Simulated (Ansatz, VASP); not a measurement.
# Two plane-wave programs on Ta

Contents of INCAR:

```
SYSTEM = Ta
ALGO = Normal
EDIFF = 1E-7
ENCUT = 520
GGA = RE
ISIF = 2
ISMEAR = -1
LASPH = .TRUE.
LCHARG = .FALSE.
LREAL = .FALSE.
LWAVE = .FALSE.
NBANDS = 12
NELM = 80
PREC = Accurate
SIGMA = 0.1
```

The input KPOINTS:

```
k-points
0
G
  13 13 13
  0 0 0
```

Contents of POSCAR:

```
Ta
1.0
    2.7913995267      0.0000000000      0.0000000000
    0.0000000000      2.7913995267      0.0000000000
    0.0000000000      0.0000000000      2.7913995267
Ta
1
Direct
    0.0000000000      0.0000000000      0.0000000000
```

Input for Ansatz:

```yaml
crystal:
  lattice:
    - [2.7913995267, 0.0, 0.0]
    - [0.0, 2.7913995267, 0.0]
    - [0.0, 0.0, 2.7913995267]
  atoms:
    - { symbol: Ta, position: [0.0, 0.0, 0.0] }
hamiltonian:
  xc: revpbe
  pseudopotentials:
    kind: paw
    azcp:
      Ta: "pseudopotentials/Ta.paw.azcp"
basis:
  ecutwfc: 420
  fft_grid_basis: typed
kpoints:
  mp_grid: { grid: [13, 13, 13], shift: [0, 0, 0] }
magnetization:
  spin_polarized: false
scf:
  occupations: { method: fermi_dirac, width: 0.1 }
  lower_state_search: "off"
output:
  stress: true
```

Alike in both runs: task single point; functional revPBE; k mesh 13 × 13 × 13; occupations fermi-dirac, width 0.1 eV; no spin polarisation.

```csv
,VASP,Ansatz
version,VASP 6.6.1,Ansatz 0.2.0
potentials or method,"VASP PAW PBE potentials, release 64 (Ta_pv), cutoff 520 eV","plane waves (420 eV) with PAW, scalar-relativistic"
valence electrons in the cell,11,13
```

|  | VASP | Ansatz | Ansatz less VASP |
| --- | --- | --- | --- |
| pressure (GPa) | -5.0 | -5.0 | -0.03 |

VASP's potentials were made for PBE, not for revPBE. The functional is the same, so the differences come from potentials, cutoffs and numerics. VASP's potentials hold 11 valence electrons a cell and Ansatz's 13, so a difference there can come from the potentials and not from the codes.

Neither program's run includes spin-orbit coupling.
